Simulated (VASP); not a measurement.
A run of VASP 6.6.1 is set up as follows.

File INCAR:

```
PREC = Accurate ; ENCUT = 520
EDIFF = 1E-6 ; ISMEAR = 0
SIGMA = 0.1 ; LREAL = False
LASPH = True ; NELM = 100
ALGO = Fast ; ISIF = 2
LWAVE = False ; LCHARG = False
GGA = PS ; NBANDS = 25
```

File KPOINTS:

```
regular mesh
0
Gamma
  8 8 6
```

The input POSCAR:

```
Al2Pt
1.0
    2.9145557754      2.9145557754      0.0000000000
   -2.9145557754      2.9145557754      0.0000000000
    0.0000000000      0.0000000000      6.0734100268
Al Pt
4 2
Direct
    0.0000000000      0.5000000000      0.7500000000
    0.5000000000      0.0000000000      0.7500000000
    0.5000000000      0.0000000000      0.2500000000
    0.0000000000      0.5000000000      0.2500000000
    0.0000000000      0.0000000000      0.0000000000
    0.5000000000      0.5000000000      0.5000000000
```

Potentials or basis: VASP PAW PBE potentials, release 64 (Al, Pt).

Launch:

```sh
$ cat potpaw_PBE.64/Al/POTCAR potpaw_PBE.64/Pt/POTCAR > POTCAR
$ mpirun -np 1 vasp_std > vasp.out
```

Question: Predict the pressure.

Answer: -0.9 GPa.

Question: Predict the band gap on the k mesh.

Answer: Zero (bands 16 and 17 overlap by 4.52 eV).

Stress tensor (GPa, compression positive):
```
-0.02  0.00  0.00
 0.00 -0.02  0.00
 0.00  0.00 -2.70
```

Caveat: the cell differs from its parent crystal (uniaxial strain along c: +3.0 %, then relaxed in part); the PAW data sets were made with another functional, which shifts forces and pressure a little; spin-orbit coupling is left out, which moves the levels of the heavy elements.
